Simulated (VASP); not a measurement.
Crystal: AlN.

```
Al N
1.0
     0.11489    1.95349    2.05980
     2.00851   -0.08080    2.25550
     2.11248    2.25316   -0.18477
Al N
1 1
Direct
  0.98872 0.96969 0.97476
  0.76128 0.78031 0.77524
```

| Quantity | Value |
| --- | --- |
| Program | VASP 6.6.1 |
| Task | relaxation of the atoms |
| Functional | r2SCAN |
| Potentials or basis | VASP PAW PBE potentials, release 64 (Al, N) |
| Cutoff | 520 eV |
| k mesh | 8 × 8 × 8 |
| Occupations | gaussian, width 0.05 eV |
| Spin | no spin polarisation |

At the start: pressure 68.6 GPa; volume 9.56 Å³/atom.

Problem. Where does the relaxation end?

Solution. Over 22 steps the energy falls by 859.7 meV/atom at a fixed cell; space group P1 (No. 1, to 0.1 Å) before and after.

Step by step:
```csv
step,energy change (eV),largest force (eV/Å),pressure (GPa)
1,0.0000,15.2393,68.58
2,-1.0681,2.9140,8.02
3,-1.3081,1.9424,-5.66
4,-1.5890,0.3630,-23.55
5,-1.5989,0.3393,-24.87
6,-1.5988,0.2470,-24.52
7,-1.6036,0.2258,-24.72
8,-1.6094,0.4076,-24.70
9,-1.6127,0.4105,-24.70
10,-1.6231,0.4236,-24.50
11,-1.6465,0.4579,-23.31
12,-1.6816,0.5540,-17.62
13,-1.6926,0.5614,-15.36
14,-1.6995,0.6127,-11.91
15,-1.7137,0.3350,-11.36
16,-1.7184,0.1080,-10.63
17,-1.7184,0.1062,-10.60
18,-1.7189,0.0728,-11.04
19,-1.7194,0.0317,-11.86
20,-1.7194,0.0321,-11.91
21,-1.7194,0.0115,-11.96
22,-1.7194,0.0066,-11.98
```

Final structure:
```xyz
2
Lattice="0.1149 1.9535 2.0598 2.0085 -0.0808 2.2555 2.1125 2.2532 -0.1848" Properties=species:S:1:pos:R:3 pbc="T T T"
Al    0.5511    0.6302    0.3489
N     2.6258    2.4642    2.7490
```

Caveat: the PAW data sets were made with another functional, which shifts forces and pressure a little.
